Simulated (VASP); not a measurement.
# SiC (Moissanite) (P6_3mc) in VASP: notebook

The runs below take SiC (Moissanite) through single point, relaxation of cell and atoms, with r2SCAN+D3(BJ), HF, r2SCAN50.

Program: VASP 6.6.1. These are calculated values, not measurements. Logs are shortened: lines on timing, memory, paths and dates and some standing lists are left out, and cuts for length are marked.

### Step 1. The cell of the first run

The structure is hexagonal, space group P6_3mc (No. 186). Conventional cell: a = 3.066 Å, b = 3.066 Å, c = 5.032 Å, α = 90.00°, β = 90.00°, γ = 120.00°. Si (site symmetry 3m) has 4 C at 1.88 to 1.89 Å within 2.5 Å. Within 2.5 Å of C (site symmetry 3m) lie 4 Si at 1.88 to 1.89 Å.

### Step 2. Single point, r2SCAN+D3(BJ)

Input file POSCAR:

```
SiC
1.0
    3.0655224490      0.0000000000      0.0000000000
   -1.5327612245      2.6548203167      0.0000000000
    0.0000000000      0.0000000000      5.0315826289
Si C
2 2
Direct
    0.6666666667      0.3333333333      0.5046029555
    0.3333333333      0.6666666667      0.0046029555
    0.6666666667      0.3333333333      0.8803970445
    0.3333333333      0.6666666667      0.3803970445
```

Input file INCAR.step1:

```
PREC     = Accurate       # precision mode
ENCUT    = 520            # plane-wave cutoff, eV
ISMEAR   = -1             # smearing method
SIGMA    = 0.05           # smearing width, eV
LREAL    = False          # projectors in reciprocal space
LASPH    = True           # aspherical terms in the spheres
NELM     = 60             # most SCF steps
NBANDS   = 16             # bands
GGA      = PE             # functional
ALGO     = Normal         # electronic algorithm
EDIFF    = 1E-4           # SCF threshold, eV
LWAVE    = True           # write WAVECAR
LCHARG   = False          # write CHGCAR
```

Input file INCAR.step2:

```
PREC     = Accurate       # precision mode
ENCUT    = 520            # plane-wave cutoff, eV
EDIFF    = 1E-7           # SCF threshold, eV
ISMEAR   = -1             # smearing method
SIGMA    = 0.05           # smearing width, eV
LREAL    = False          # projectors in reciprocal space
LASPH    = True           # aspherical terms in the spheres
NELM     = 60             # most SCF steps
ALGO     = Normal         # electronic algorithm
ISIF     = 2              # what is computed and relaxed
LWAVE    = False          # write WAVECAR
LCHARG   = True           # write CHGCAR
METAGGA  = R2SCAN         # meta-GGA
LMIXTAU  = True         
IVDW     = 12             # dispersion correction
VDW_S6   = 1.0          
VDW_S8   = 0.78981345   
VDW_A1   = 0.49484001   
VDW_A2   = 5.73083694   
LELF     = True           # ELF
LVHAR    = True         
NBANDS   = 16             # bands
ISTART   = 1
```

Input file KPOINTS:

```
Automatic mesh
0
Gamma
  10 10 5
```

Potentials or basis: VASP PAW PBE potentials, release 64 (Si, C).

Run with:

```sh
> cat potpaw_PBE.64/Si/POTCAR potpaw_PBE.64/C/POTCAR > POTCAR
> cp INCAR.step1 INCAR
> mpirun -np 1 vasp_std > vasp.out
> cp INCAR.step2 INCAR
> mpirun -np 1 vasp_std > vasp.out
```

OUTCAR:

```text
PREC = Accurate
   ENCUT = 520
   EDIFF = 1E-7
   ISMEAR = -1
   LREAL = False
   LASPH = True
   NELM = 60
   ISIF = 2
   METAGGA = R2SCAN
   IVDW = 12
   ISTART = 1
 IVDW          = 12

 ion  position               nearest neighbor table
   1  0.667  0.333  0.505-   4 1.88   4 1.88   4 1.88   3 1.89   2 3.08   2 3.08   2 3.08   2 3.08
                             2 3.08   2 3.08
   2  0.333  0.667  0.005-   3 1.88   3 1.88   3 1.88   4 1.89   1 3.08   1 3.08   1 3.08   1 3.08
                             1 3.08   1 3.08
   3  0.667  0.333  0.880-   2 1.88   2 1.88   2 1.88   1 1.89
   4  0.333  0.667  0.380-   1 1.88   1 1.88   1 1.88   2 1.89

  LATTYP: Found a hexagonal cell.
 ALAT       =     3.0655224490
 C/A-ratio  =     1.6413458758

  Lattice vectors:

 A1 = (   3.0655224490,   0.0000000000,   0.0000000000)
 A2 = (  -1.5327612245,   2.6548203167,   0.0000000000)
 A3 = (   0.0000000000,   0.0000000000,   5.0315826289)

Analysis of symmetry for initial positions (statically):
=====================================================================
 Subroutine PRICEL returns:
 Original cell was already a primitive cell.

 Routine SETGRP: Setting up the symmetry group for a
 hexagonal supercell.

 Subroutine GETGRP returns: Found 12 space group operations
 (whereof  6 operations were pure point group operations)
 out of a pool of 24 trial point group operations.

The static configuration has the point symmetry C_3v.
 The point group associated with its full space group is C_6v.

Analysis of symmetry for dynamics (positions and initial velocities):
=====================================================================
 Subroutine PRICEL returns:
 Original cell was already a primitive cell.

 Routine SETGRP: Setting up the symmetry group for a
 hexagonal supercell.

 Subroutine GETGRP returns: Found 12 space group operations
 (whereof  6 operations were pure point group operations)
 out of a pool of 24 trial point group operations.

The dynamic configuration has the point symmetry C_3v.
 The point group associated with its full space group is C_6v.

 Subroutine INISYM returns: Found 12 space group operations
 (whereof  6 operations are pure point group operations),
 and found     1 'primitive' translations

----------------------------------------------------------------------------------------

                                     Primitive cell

  volume of cell :      40.9491

  direct lattice vectors                    reciprocal lattice vectors
     3.065522449  0.000000000  0.000000000     0.326208670  0.188336663  0.000000000
    -1.532761224  2.654820317  0.000000000     0.000000000  0.376673327  0.000000000
     0.000000000  0.000000000  5.031582629     0.000000000  0.000000000  0.198744624

  length of vectors
     3.065522449  3.065522449  5.031582629     0.376673327  0.376673327  0.198744624

  position of ions in fractional coordinates (direct lattice)
     0.666666667  0.333333333  0.504602955
     0.333333333  0.666666667  0.004602955
     0.666666667  0.333333333  0.880397045
     0.333333333  0.666666667  0.380397045

  ion indices of the primitive-cell ions
   primitive index   ion index
                 1           1
                 2           2
                 3           3
                 4           4

----------------------------------------------------------------------------------------

 KPOINTS: Automatic mesh

Automatic generation of k-mesh.
 Grid dimensions read from file:
 generate k-points for:   10   10    5

 Generating k-lattice:

  Cartesian coordinates                     Fractional coordinates (reciprocal lattice)
     0.032620867  0.018833666  0.000000000     0.100000000  0.000000000  0.000000000
     0.000000000  0.037667333  0.000000000     0.000000000  0.100000000  0.000000000
     0.000000000  0.000000000  0.039748925     0.000000000  0.000000000  0.200000000

  Length of vectors
     0.037667333  0.037667333  0.039748925

  Shift w.r.t. Gamma in fractional coordinates (k-lattice)
     0.000000000  0.000000000  0.000000000

 Subroutine IBZKPT returns following result:
 ===========================================

 Found     42 irreducible k-points:

 Following reciprocal coordinates:
            Coordinates               Weight
  0.000000  0.000000  0.000000      1.000000
  0.100000  0.000000  0.000000      6.000000
  0.200000  0.000000  0.000000      6.000000
  0.300000  0.000000  0.000000      6.000000
  0.400000  0.000000  0.000000      6.000000
  0.500000  0.000000  0.000000      3.000000
[... 16 lines left out ...]
  0.300000  0.100000  0.200000     24.000000
  0.400000  0.100000  0.200000     24.000000
 [... further k-points ...]
   k-points           NKPTS =     42   k-points in BZ     NKDIM =     42   number of bands    NBANDS=     16
   number of dos      NEDOS =    301   number of ions     NIONS =      4
   total plane-waves  NPLWV =  23040
   dimension x,y,z NGX =    24 NGY =   24 NGZ =   40
   dimension x,y,z NGXF=    48 NGYF=   48 NGZF=   80
   ions per type =               2   2
   NGX,Y,Z   is equivalent  to a cutoff of  13.02, 13.02, 13.22 a.u.
   NGXF,Y,Z  is equivalent  to a cutoff of  26.03, 26.03, 26.43 a.u.
 SYSTEM =  unknown system
   PREC   = accura    normal or accurate (medium, high low for compatibility)
   ISTART =      1    job   : 0-new  1-cont  2-samecut
   ICHARG =      0    charge: 1-file 2-atom 10-const
   ISPIN  =      1    spin polarized calculation?
   LNONCOLLINEAR =      F non collinear calculations
   LSORBIT =      F    spin-orbit coupling
   LASPH  =      T    aspherical Exc in radial PAW
   ENCUT  =  520.0 eV  38.22 Ry    6.18 a.u.   5.70  5.70  9.36*2*pi/ulx,y,z
   NELM   =     60;   NELMIN=  2; NELMDL=  0     # of ELM steps
   EDIFF  = 0.1E-06   stopping-criterion for ELM
   LREAL  =      F    real-space projection
   EDIFFG = 0.1E-05   stopping-criterion for IOM
   NSW    =      0    number of steps for IOM
   IBRION =     -1    ionic relax: 0-MD 1-quasi-New 2-CG
   NFREE  =      0    steps in history (QN), initial steepest desc. (CG)
   ISIF   =      2    stress and relaxation
   ISYM   =      2    0-nonsym 1-usesym 2-fastsym
   POTIM  = 0.5000    time-step for ionic-motion
   TEBEG  =    0.0;   TEEND  =   0.0 temperature during run
   PSTRESS=    0.0 pullay stress
   NELECT =      16.0000    total number of electrons
   NUPDOWN=      -1.0000    fix difference up-down
   EMIN   =  10.00;   EMAX   =-10.00  energy-range for DOS
   EFERMI =   0.00;   METHOD = LEGACY
   ISMEAR =    -1;   SIGMA  =   0.05  broadening in eV -4-tet -1-fermi 0-gaus
   EFERMI_NEDOS =   21; number of points for ismear=-14 and -15
   IALGO  =     38    algorithm
   IMIX   =      4    mixing-type and parameters
     AMIX     =   0.40;   BMIX     =  1.00
     AMIX_MAG =   1.60;   BMIX_MAG =  1.00
  volume/ion in A,a.u.               =      10.24        69.08
  Fermi-wavevector in a.u.,A,eV,Ry     =   1.196833  2.261686 19.489098  1.432408
  Thomas-Fermi vector in A             =   2.332763
   LORBIT       =      0    0 simple, 1 ext, 2 COOP (PROOUT), +10 PAW based schemes
   METAGGA = R2SCAN    functional components
   LHFCALC =     F    Hartree Fock is set to
   AEXX    =    0.0000 exact exchange contribution
   IVDW    =    12    specifies the selected vdW correction
   LEPSILON=     F    determine dielectric tensor
   LRPA    =     F    only Hartree local field effects (RPA)
 non-spin polarized calculation
  energy-cutoff  :      520.00
  volume of cell :       40.95
 maximum number of plane-waves:      1118
 NGX is ok and might be reduce to    24
   NGX = 11   NGY = 11   NGZ = 19

 number of electron      15.9999999 magnetization

 Free energy of the ion-electron system (eV)
  ---------------------------------------------------
  ext. energy  EPLUGINS =         0.00000000
  ---------------------------------------------------
  free energy    TOTEN  =       -38.63529559 eV

  energy without entropy =      -38.63529559  energy(sigma->0) =      -38.63529559

 E-fermi :   9.2204     XC(G=0): -11.9725

 val. band max:        8.2556550818   @ k =   0.0000   0.0000   0.0000
 cond. band min:      11.0607129127   @ k =   0.3000   0.3000   0.0000
 fundamental gap:      2.8050578310
 Fermi energy:         9.2203568719

 k-point     1 :       0.0000    0.0000    0.0000
  band No.  band energies     occupation
      1      -8.1780      2.00000
      2      -4.5135      2.00000
      3      -0.7924      2.00000
      4       6.8651      2.00000
      5       6.8651      2.00000
      6       8.1419      2.00000
[... 8 lines left out ...]
     15      17.9075      0.00000
     16      20.3270      0.00000

 k-point     2 :       0.1000    0.0000    0.0000
  band No.  band energies     occupation
      1      -7.9970      2.00000
      2      -4.3612      2.00000
      3      -0.6250      2.00000
      4       5.8956      2.00000
      5       6.5577      2.00000
      6       7.5816      2.00000
[... 8 lines left out ...]
     15      18.3611      0.00000
     16      19.1057      0.00000

 k-point     3 :       0.2000    0.0000    0.0000
  band No.  band energies     occupation
      1      -7.4615      2.00000
      2      -3.9276      2.00000
      3      -0.1446      2.00000
      4       3.9376      2.00000
      5       5.9210      2.00000
      6       6.0398      2.00000
[... 8 lines left out ...]
     15      18.7986      0.00000
     16      19.2042      0.00000

 k-point     4 :       0.3000    0.0000    0.0000
  band No.  band energies     occupation
      1      -6.6016      2.00000
      2      -3.3226      2.00000
      3       0.4836      2.00000
      4       2.0948      2.00000
      5       4.2534      2.00000
      6       5.3115      2.00000
[... 8 lines left out ...]
     15      19.6787      0.00000
     16      20.7469      0.00000
[... 324 lines left out ...]
 k-point    22 :       0.2000    0.1000    0.2000
  band No.  band energies     occupation
      1      -6.7418      2.00000
      2      -4.1688      2.00000
      3       1.0475      2.00000
      4       3.2768      2.00000
      5       4.3137      2.00000
      6       5.3236      2.00000
[... 8 lines left out ...]
     15      19.3003      0.00000
     16      19.9930      0.00000

 k-point    23 :       0.3000    0.1000    0.2000
  band No.  band energies     occupation
      1      -5.7632      2.00000
      2      -3.4636      2.00000
      3       0.5649      2.00000
      4       2.5836      2.00000
      5       2.9835      2.00000
      6       4.5626      2.00000
[... 8 lines left out ...]
     15      20.1990      0.00000
     16      21.0272      0.00000

 k-point    24 :       0.4000    0.1000    0.2000
  band No.  band energies     occupation
      1      -4.7171      2.00000
      2      -3.1896      2.00000
      3      -0.1479      2.00000
      4       1.3645      2.00000
      5       3.3635      2.00000
      6       4.3455      2.00000
[... 8 lines left out ...]
     15      20.7982      0.00000
     16      22.2585      0.00000

 [... further k-points ...]

------------------------ aborting loop because EDIFF is reached ----------------------------------------

 Edisp (eV)   -0.57022

 E8    (eV) :    -0.1622

  FORCE on cell =-STRESS in cart. coord.  units (eV):
  Direction    XX          YY          ZZ          XY          YZ          ZX
  --------------------------------------------------------------------------------------
  -------------------------------------------------------------------------------------
  Total      -0.05108    -0.05108    -0.04549    -0.00000     0.00000    -0.00000
  in kB      -1.99847    -1.99847    -1.77976    -0.00000     0.00000    -0.00000
  external pressure =       -1.93 kB  Pullay stress =        0.00 kB

 VOLUME and BASIS-vectors are now :
 -----------------------------------------------------------------------------
  energy-cutoff  :      520.00
  volume of cell :       40.95
      direct lattice vectors                 reciprocal lattice vectors
     3.065522449  0.000000000  0.000000000     0.326208670  0.188336663  0.000000000
    -1.532761224  2.654820317  0.000000000     0.000000000  0.376673327  0.000000000
     0.000000000  0.000000000  5.031582629     0.000000000  0.000000000  0.198744624

 POSITION                                       TOTAL-FORCE (eV/Angst)
 -----------------------------------------------------------------------------------
      1.53276      0.88494      2.53895         0.000000      0.000000     -0.000334
     -0.00000      1.76988      0.02316        -0.000000     -0.000000     -0.000334
      1.53276      0.88494      4.42979         0.000000     -0.000000      0.000334
     -0.00000      1.76988      1.91400         0.000000      0.000000      0.000334
 -----------------------------------------------------------------------------------
    total drift:                               -0.000000     -0.000000      0.000066

  FREE ENERGIE OF THE ION-ELECTRON SYSTEM (eV)
  ---------------------------------------------------
  free  energy   TOTEN  =       -39.2055186863 eV

  energy  without entropy=      -39.2055186862  energy(sigma->0) =      -39.20551869
```

It took 2 min on 1 thread of AMD EPYC 9R45 (Zen 5), shared host; peak memory 0.15 GiB.

What came out:

| Item | Value |
| --- | --- |
| Free energy | -39.2055 eV |
| Pressure | -0.2 GPa |
| Band gap on the k mesh | 2.81 eV, indirect (least direct gap 4.51 eV) |
| Dispersion energy per atom | -0.143 eV |

Levels at points of the mesh, in eV from the valence-band top:
| k point | band 6 | band 7 | band 8 | band 9 | band 10 | band 11 |
| --- | --- | --- | --- | --- | --- | --- |
| (0.00, 0.00, 0.00) | -0.11 | 0.00 | 0.00 | 5.47 | 6.89 | 7.25 |
| (0.50, 0.00, 0.00) | -3.50 | -3.39 | -1.26 | 3.25 | 4.68 | 7.55 |

Caveat: the PAW data sets were made with another functional, which shifts forces and pressure a little.

### Step 3. Relaxation of cell and atoms, r2SCAN+D3(BJ)

This run uses another cell than the first one, of 10.34 Å³/atom, 1.010 times its volume.

Input file POSCAR:

```
SiC
1.0
    3.0760000000      0.0000000000      0.0000000000
   -1.5380000000      2.6638941420      0.0000000000
    0.0000000000      0.0000000000      5.0480000000
Si C
2 2
Direct
    0.6666666667      0.3333333333      0.5000000000
    0.3333333333      0.6666666667      0.0000000000
    0.6666666667      0.3333333333      0.8850000000
    0.3333333333      0.6666666667      0.3850000000
```

Input file INCAR.step1:

```
SYSTEM = SiC
ALGO = Normal ; EDIFF = 1E-4
ENCUT = 600 ; GGA = PE
ISMEAR = -1 ; LASPH = .TRUE.
LCHARG = .FALSE. ; LREAL = .FALSE.
LWAVE = .TRUE. ; NELM = 100
PREC = Accurate ; SIGMA = 0.05
```

Input file INCAR.step2:

```
SYSTEM = SiC
ALGO = Normal ; EDIFF = 1E-6
EDIFFG = -0.01 ; ENCUT = 600
IBRION = 2 ; ISIF = 3
ISMEAR = -1 ; ISTART = 1
IVDW = 12 ; LASPH = .TRUE.
LCHARG = .FALSE. ; LMIXTAU = .TRUE.
LREAL = .FALSE. ; LWAVE = .FALSE.
METAGGA = R2SCAN ; NELM = 100
NSW = 60 ; PREC = Accurate
SIGMA = 0.05 ; VDW_A1 = 0.49484001
VDW_A2 = 5.73083694 ; VDW_S6 = 1.0
VDW_S8 = 0.78981345
```

Input file KPOINTS:

```
k-points
0
G
  10 10 5
  0 0 0
```

Potentials or basis: VASP PAW PBE potentials, release 64 (Si, C).

Run with:

```sh
> cat potpaw_PBE.64/Si/POTCAR potpaw_PBE.64/C/POTCAR > POTCAR
> cp INCAR.step1 INCAR
> mpirun -np 1 vasp_std > vasp.out
> cp INCAR.step2 INCAR
> mpirun -np 1 vasp_std > vasp.out
```

Wall time 8.4 min (1 thread of AMD EPYC 9R45 (Zen 5), shared host); peak memory 0.17 GiB.

It converged, with:

| Quantity | Value |
| --- | --- |
| Free energy | -39.2102 eV |
| Relaxed volume | 10.22 Å³/atom |
| Relaxed cell | a = 3.064 Å, b = 3.064 Å, c = 5.029 Å, α = 90.00°, β = 90.00°, γ = 120.00° |
| Space group after relaxing (to 0.05 Å) | P6_3mc (No. 186) |
| Energy gained by relaxing | 10.2 meV/atom |
| Ionic steps | 9 |
| Pressure after relaxing | 0.0 GPa |
| Band gap on the k mesh | 2.80 eV, indirect (least direct gap 4.51 eV) |
| Dispersion energy per atom | -0.143 eV |

The path:
```csv
step,energy change (eV),largest force (eV/Å),pressure (GPa),volume (Å³)
1,0.0000,0.7705,-2.38,41.36
2,-0.0052,0.7333,2.75,40.45
3,-0.0384,0.0628,0.04,40.87
4,-0.0384,0.0468,0.10,40.86
5,-0.0406,0.0215,0.24,40.84
6,-0.0409,0.0042,0.20,40.85
7,-0.0409,0.0059,0.21,40.85
8,-0.0409,0.0030,-0.16,40.91
9,-0.0409,0.0009,0.01,40.88
```

Final structure:
```
Si C
1.0
     3.06369    0.00000    0.00000
    -1.53185    2.65323    0.00000
     0.00000    0.00000    5.02932
Si C
2 2
Direct
  0.66667 0.33333 0.50461
  0.33333 0.66667 0.00461
  0.66667 0.33333 0.88039
  0.33333 0.66667 0.38039
```

Levels at points of the mesh, in eV from the valence-band top:
| k point | band 6 | band 7 | band 8 | band 9 | band 10 | band 11 |
| --- | --- | --- | --- | --- | --- | --- |
| (0.00, 0.00, 0.00) | -0.12 | 0.00 | 0.00 | 5.48 | 6.90 | 7.26 |
| (0.50, 0.00, 0.00) | -3.50 | -3.39 | -1.26 | 3.25 | 4.68 | 7.56 |

Caveat: the PAW data sets were made with another functional, which shifts forces and pressure a little.

(Continued in part 2 of 2.)
